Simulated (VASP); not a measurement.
# In (Im-3m) in VASP: notebook, part 2 of 2

VASP 6.6.1.

**5. Single point, LDA**

This run uses another cell than the first one, of 24.80 Å³/atom.

File INCAR:

```
SYSTEM = In
ALGO = Normal ; EDIFF = 1E-6
ENCUT = 520 ; ISIF = 2
ISMEAR = -1 ; LASPH = .True.
LCHARG = .False. ; LREAL = .False.
LWAVE = .False. ; NBANDS = 12
NELM = 60 ; PREC = Accurate
SIGMA = 0.05
```

File KPOINTS:

```
k-points
0
Gamma
  15 15 15
  0 0 0
```

File POSCAR:

```
In
1.0
   -1.8370963783      1.8370963783      1.8370963783
    1.8370963783     -1.8370963783      1.8370963783
    1.8370963783      1.8370963783     -1.8370963783
In
1
Direct
    0.0000000000      0.0000000000      0.0000000000
```

Potentials or basis: VASP PAW LDA potentials, release 64 (In_d).

Started as:

```
$ cat potpaw_LDA.64/In_d/POTCAR > POTCAR
$ mpirun -np 1 vasp_std > vasp.out
```

OUTCAR:

```text
SYSTEM = In
   EDIFF = 1E-6
   ENCUT = 520
   ISIF = 2
   ISMEAR = -1
   LASPH = .True.
   LREAL = .False.
   NELM = 60
   PREC = Accurate

 ion  position               nearest neighbor table
   1  0.000  0.000  0.000-

  LATTYP: Found a body centered cubic cell.
 ALAT       =     3.6741927566

  Lattice vectors:

 A1 = (  -1.8370963783,   1.8370963783,   1.8370963783)
 A2 = (   1.8370963783,  -1.8370963783,   1.8370963783)
 A3 = (   1.8370963783,   1.8370963783,  -1.8370963783)

Analysis of symmetry for initial positions (statically):
=====================================================================
 Subroutine PRICEL returns:
 Original cell was already a primitive cell.

 Routine SETGRP: Setting up the symmetry group for a
 body centered cubic supercell.

 Subroutine GETGRP returns: Found 48 space group operations
 (whereof 48 operations were pure point group operations)
 out of a pool of 48 trial point group operations.

The static configuration has the point symmetry O_h .

Analysis of symmetry for dynamics (positions and initial velocities):
=====================================================================
 Subroutine PRICEL returns:
 Original cell was already a primitive cell.

 Routine SETGRP: Setting up the symmetry group for a
 body centered cubic supercell.

 Subroutine GETGRP returns: Found 48 space group operations
 (whereof 48 operations were pure point group operations)
 out of a pool of 48 trial point group operations.

The dynamic configuration has the point symmetry O_h .

 Subroutine INISYM returns: Found 48 space group operations
 (whereof 48 operations are pure point group operations),
 and found     1 'primitive' translations

----------------------------------------------------------------------------------------

                                     Primitive cell

  volume of cell :      24.8002

  direct lattice vectors                    reciprocal lattice vectors
    -1.837096378  1.837096378  1.837096378     0.000000000  0.272168628  0.272168628
     1.837096378 -1.837096378  1.837096378     0.272168628  0.000000000  0.272168628
     1.837096378  1.837096378 -1.837096378     0.272168628  0.272168628  0.000000000

[... 111 lines left out ...]
   LRPA    =     F    only Hartree local field effects (RPA)
 non-spin polarized calculation
  energy-cutoff  :      520.00
  volume of cell :       24.80
 maximum number of plane-waves:       682
   NGX = 11   NGY = 11   NGZ = 11

 number of electron      12.9999995 magnetization

 Free energy of the ion-electron system (eV)
  ---------------------------------------------------
  ext. energy  EPLUGINS =         0.00000000
  ---------------------------------------------------
  free energy    TOTEN  =        -3.20258664 eV

  energy without entropy =       -3.19876177  energy(sigma->0) =       -3.20067421

 E-fermi :   7.8231     XC(G=0): -10.7863

 val. band max:        7.8089527569   @ k =  -0.4000   0.4000   0.2000
 cond. band min:       7.8517205829   @ k =  -0.4000  -0.4000   0.1333
 fundamental gap:      0.0427678260
 Fermi energy:         7.8230508522

 k-point     1 :       0.0000    0.0000    0.0000
  band No.  band energies     occupation
      1      -6.8250      2.00000
      2      -6.8250      2.00000
      3      -6.8250      2.00000
      4      -6.5008      2.00000
      5      -6.5008      2.00000
      6      -2.0942      2.00000
      7      19.4002      0.00000
      8      19.4002      0.00000
      9      19.4002      0.00000
     10      21.0992      0.00000
     11      21.0992      0.00000
     12      21.0992      0.00000
[... 331 lines left out ...]
 k-point    24 :       0.4000    0.2000   -0.0000
  band No.  band energies     occupation
      1      -6.9138      2.00000
      2      -6.7773      2.00000
      3      -6.5550      2.00000
      4      -6.5175      2.00000
      5      -6.3877      2.00000
      6       4.4223      2.00000
      7       5.3216      2.00000
      8       9.8611      0.00000
      9      14.3526      0.00000
     10      20.0024      0.00000
     11      23.5617      0.00000
     12      23.7827      0.00000

 [... further k-points ...]

------------------------ aborting loop because EDIFF is reached ----------------------------------------

  FORCE on cell =-STRESS in cart. coord.  units (eV):
  Direction    XX          YY          ZZ          XY          YZ          ZX
  --------------------------------------------------------------------------------------
  -------------------------------------------------------------------------------------
  Total        0.0023131      0.0023131      0.0023131      0.0000000     -0.0000000      0.0000000
  in kB        0.1494359      0.1494359      0.1494359      0.0000000     -0.0000000      0.0000000
  external PRESSURE =       0.1494359 kB  Pullay stress =       0.0000000 kB

 VOLUME and BASIS-vectors are now :
 -----------------------------------------------------------------------------
  energy-cutoff  :      520.00
  volume of cell :       24.80
      direct lattice vectors                 reciprocal lattice vectors
    -1.837096378  1.837096378  1.837096378     0.000000000  0.272168628  0.272168628
     1.837096378 -1.837096378  1.837096378     0.272168628  0.000000000  0.272168628
     1.837096378  1.837096378 -1.837096378     0.272168628  0.272168628  0.000000000

 POSITION                                       TOTAL-FORCE (eV/Angst)
 -----------------------------------------------------------------------------------
      0.00000      0.00000      0.00000         0.000000     -0.000000      0.000000
 -----------------------------------------------------------------------------------
    total drift:                               -0.000000      0.000000     -0.000000

  FREE ENERGIE OF THE ION-ELECTRON SYSTEM (eV)
  ---------------------------------------------------
  free  energy   TOTEN  =        -3.2025866435 eV

  energy  without entropy=       -3.1987617699  energy(sigma->0) =       -3.20067421
```

stdout:

```text
POSCAR found type information on POSCAR In
 POSCAR found :  1 types and       1 ions
 scaLAPACK will be used
 LDA part: xc-table for (Slater(with rela. corr.)+CA(PZ))
 , standard interpolation
 POSCAR, INCAR and KPOINTS ok, starting setup
 FFT: planning ... GRIDC
 FFT: planning ... GRID_SOFT
 FFT: planning ... GRID
 WAVECAR not read
 entering main loop
```

It took 32 s on 1 thread of Intel Xeon 8259CL, shared host; peak memory 0.15 GiB.

What came out:

| Item | Value |
| --- | --- |
| Free energy | -3.2026 eV |
| Pressure | 0.0 GPa |
| Band gap on the k mesh | zero (an odd number of electrons rules out a gap without spin polarisation) |

Caveat: spin-orbit coupling is left out, which moves the levels of the heavy elements.

**6. Overview**

| cell | gap on the mesh (eV) | pressure (GPa) |
| --- | --- | --- |
| a = 3.096 Å, angles 109.5°, 1 atom | none | 5.0 |
| a = 3.095 Å, angles 109.5°, 1 atom | none | 5.1 |
| a = 3.182 Å, angles 109.5°, 1 atom | none | 0.0 |

Alike in all rows: task single point; level LDA; potentials or basis VASP PAW LDA potentials, release 64 (In_d); no spin polarisation; k mesh 15 × 15 × 15; cutoff (eV) 520; smearing fermi-dirac 0.05 eV.

Caveats: spin-orbit coupling is left out, which moves the levels of the heavy elements; the cell stands under pressure (at least some runs).

Absolute energies hang on the potentials; compare differences alone.

The gap in the log of VASP goes by the Fermi energy; the results here count the filled bands.